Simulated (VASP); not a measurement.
Write the native input for VASP 6.6.1 that does the following.

```
Task                   : single point
Functional             : PBE
Potentials or basis    : VASP PAW PBE potentials, release 64 (Nb_sv, B)
Cutoff                 : 520 eV
k mesh                 : 6 × 6 × 6
Occupations            : gaussian, width 0.1 eV
Spin                   : no spin polarisation
Dipole correction      : no
Further INCAR settings : ALGO = Normal; EDIFF = 1e-07; NBANDS = 19
```

The structure of NbB3 lies in POSCAR:

```
NbB3
1.0
    3.3135896458      0.0000000000      0.0000000000
    0.0000000000      3.3135896458      0.0000000000
    0.0000000000      0.0000000000      3.3135896458
Nb B
1 3
Direct
    0.0000000000      0.0000000000      0.0000000000
    0.0000000000      0.5000000000      0.5000000000
    0.5000000000      0.0000000000      0.5000000000
    0.5000000000      0.5000000000      0.0000000000
```

One way to write it, as run:

INCAR

```
  PREC = Accurate
  ENCUT = 520
  EDIFF = 1E-7
  ISMEAR = 0
  SIGMA = 0.1
  LREAL = False
  LASPH = True
  NELM = 100
  ALGO = Normal
  ISIF = 2
  LWAVE = False
  LCHARG = False
  GGA = PE
  NBANDS = 19
```

KPOINTS

```
Automatic mesh
0
Gamma
  6 6 6
```

Potentials or basis: VASP PAW PBE potentials, release 64 (Nb_sv, B).

The run is started by

```console
$ cat potpaw_PBE.64/Nb_sv/POTCAR potpaw_PBE.64/B/POTCAR > POTCAR
$ mpirun -np 1 vasp_std > vasp.out
```

Results of the run:

```json
{"Pressure": "0.0 GPa", "Band gap on the k mesh": "zero (band 11 reaches 11.41 eV, above the bottom of band 12 at 10.17 eV)"}
```

Wall time 39 s on 1 thread of AMD EPYC 7R13 (shared host), peak memory 0.13 GiB.
